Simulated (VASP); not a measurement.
Write the native input for VASP 6.6.1 that does the following.

```yaml
Task: single point
Functional: LDA
Potentials_or_basis: VASP PAW LDA potentials, release 64 (O, H, F)
Cutoff: 520 eV
k_mesh: 1 × 1 × 1
Occupations: fermi-dirac, width 0.05 eV
Spin: no spin polarisation
Dipole_correction: no
Further_INCAR_settings: ALGO = Normal; EDIFF = 1e-06; NBANDS = 33
```

The structure of H9O4F lies in POSCAR:

```
H9O4F
1.0
    5.3601080000      0.0000000000      0.0000000000
    0.0000000000      5.3601080000      0.0000000000
    0.0000000000      0.0000000000      5.3601080000
O H F
4 9 1
Direct
    0.0984551836      0.1785961243      0.1836016428
    0.8448177045      0.2502423549      0.7840121197
    0.5746410887      0.6864572191      0.7112704001
    0.4784920135      0.9234790118      1.1151023813
    0.0012759187      0.2199152147      0.0241881858
    0.2570732319      0.0670238980      0.1418231716
    0.7872047868      0.0920446810      0.7125108342
    0.9839323390      0.3221716810      0.6691841017
    0.4296769240      0.6368985417      0.6068400723
    0.6612549650      0.5251446049      0.7452321656
    0.6290106776      1.0265145550      1.1285863234
    0.5042923794      0.8224573967      0.9550272812
    0.1388290022      0.3177510349      0.3355092665
    0.1766241851      0.4378514819      0.5236207539
```

One way to write it, as run:

INCAR

```
SYSTEM = H9O4F
  PREC = Accurate
  ENCUT = 520
  EDIFF = 1E-6
  ISMEAR = -1
  SIGMA = 0.05
  LREAL = .False.
  LASPH = .True.
  NELM = 80
  ALGO = Normal
  ISIF = 2
  LWAVE = .False.
  LCHARG = .False.
  NBANDS = 33
```

KPOINTS

```
regular mesh
0
Gamma
  1 1 1
  0 0 0
```

Potentials or basis: VASP PAW LDA potentials, release 64 (O, H, F).

Command:

```sh
$ cat potpaw_LDA.64/O/POTCAR potpaw_LDA.64/H/POTCAR potpaw_LDA.64/F/POTCAR > POTCAR
$ mpirun -np 1 vasp_gam > vasp.out
```

Results of the run:

The pressure is -1.0 GPa. The largest force is 0.350 eV/Å and the band gap on the k mesh is 5.11 eV.

Caveat: the k points lie up to 1.17 Å⁻¹ apart.

Run time: 4.9 s on 1 thread of AMD EPYC 7R13 Processor (Zen 3), on a shared host, peak memory 0.14 GiB.
